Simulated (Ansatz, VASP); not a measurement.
## Two plane-wave programs on Ni

```
Ni
1.0
     0.00000    1.57514    2.22725
     1.57514    0.00000    2.22725
     1.57514    1.57514    0.00000
Ni
1
Direct
  0.00000 0.00000 0.00000
```

Alike in both runs: task single point; functional PBEsol; k mesh 26 × 26 × 26; occupations gaussian, width 0.15 eV; collinear spin.

```csv
,VASP,Ansatz
version,VASP 6.6.1,Ansatz 0.2.0
potentials or method,"VASP PAW PBE potentials, release 64 (Ni), cutoff 520 eV","scalar-relativistic, plane waves, PAW"
valence electrons in the cell,10,18
```

|  | VASP | Ansatz | Ansatz less VASP |
| --- | --- | --- | --- |
| gap on the k mesh at the Fermi level (eV) | none | none | - |
| pressure (GPa) | 0.5 | 1.1 | +0.61 |
| traceless stress, the component that is largest in VASP (GPa) | -37.81 | -38.49 | -0.673 |
| net moment per atom (μB) | 0.50 | 0.51 | +0.013 |
| size of the moment on the site where the two differ most (μB) | 0.51 | 0.53 | +0.029 |

VASP's potentials were made for PBE, not for PBEsol. Site moments also hang on the region over which each program counts them. A gap of «none» marks a metal or a gap that the smearing closes. VASP's potentials hold 10 valence electrons a cell and Ansatz's 18, so a difference there can come from the potentials and not from the codes.
